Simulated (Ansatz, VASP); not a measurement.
## Two plane-wave programs on Nb3N4

```
Nb N
1.0
     4.58204    0.00000    0.00000
     0.00000    4.58204    0.00000
     0.00000    0.00000    4.58204
Nb N
3 4
Cartesian
  0.0000 0.0000 2.2910
  2.2910 0.0000 0.0000
  0.0000 2.2910 0.0000
  3.3164 1.2657 1.2657
  1.2657 3.3164 1.2657
  1.2657 1.2657 3.3164
  3.3164 3.3164 3.3164
```

Change from the starting cell: species swapped into the Si3As4 type (P-43m, No. 215).

Alike in both runs: task single point; functional PBE; k mesh 4 × 4 × 4; occupations gaussian, width 0.1 eV; no spin polarisation.

|  | VASP | Ansatz |
| --- | --- | --- |
| version | VASP 6.6.1 | Ansatz 0.2.0 |
| potentials or method | VASP PAW PBE potentials, release 64 (Nb_sv, N), cutoff 520 eV | scalar-relativistic, plane waves, PAW |
| valence electrons in the cell | 59 | 59 |

```csv
,VASP,Ansatz,Ansatz less VASP
gap on the k mesh at the Fermi level (eV),none,none,-
pressure (GPa),-6.7,-6.3,+0.36
rms of the force components (eV/Å),0.962,0.954,-0.0077
```

Atom by atom the forces differ by 0.008 eV/Å (rms over components). A gap of «none» marks a metal or a gap that the smearing closes.
